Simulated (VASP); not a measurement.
Hg: single point with LDA

Hg:

```xyz
4
Lattice="3.0364 0.0000 0.0000 -1.5182 2.6296 0.0000 0.0000 0.0000 10.2205" Properties=species:S:1:pos:R:3 pbc="T T T"
Hg   -1.5182    2.6296    0.0000
Hg   -1.5182    2.6296    5.1102
Hg    0.0000    1.7530    2.5551
Hg    1.5182    0.8765    7.6654
```

This cell differs from its parent crystal: volume scaled by 0.92.

```json
{
  "Program": "VASP 6.6.1",
  "Task": "single point",
  "Functional": "LDA",
  "Potentials or basis": "VASP PAW LDA potentials, release 64 (Hg)",
  "Cutoff": "520 eV",
  "k mesh": "13 × 13 × 4",
  "Occupations": "fermi-dirac, width 0.1 eV",
  "Spin": "no spin polarisation",
  "Dipole correction": "no",
  "Further INCAR settings": "ALGO = Normal; EDIFF = 1e-06; NBANDS = 32"
}
```

The pressure is 6.3 GPa. The band gap on the k mesh is zero (band 24 reaches 4.27 eV, above the bottom of band 25 at 2.21 eV).

Stress tensor (GPa, compression positive):
```
6.47 0.00 0.00
0.00 6.47 0.00
0.00 0.00 6.01
```

Levels at points of the mesh, in eV from the Fermi level:
| k point | band 20 | band 21 | band 22 | band 23 | band 24 | band 25 | band 26 | band 27 | band 28 | band 29 |
| --- | --- | --- | --- | --- | --- | --- | --- | --- | --- | --- |
| (0.00, 0.00, 0.00) | -6.43 | -6.43 | -6.10 | -6.10 | -2.58 | -1.70 | 6.60 | 6.61 | 13.35 | 13.49 |
| (0.00, 0.00, 0.50) | -6.23 | -6.23 | -6.23 | -5.39 | -5.39 | 1.95 | 1.95 | 11.38 | 11.38 | 13.58 |

Wall time 88 s on 1 thread of Intel Xeon 6975P-C, on a shared host, peak memory 0.25 GiB.

Caveat: spin-orbit coupling is left out, which moves the levels of the heavy elements.
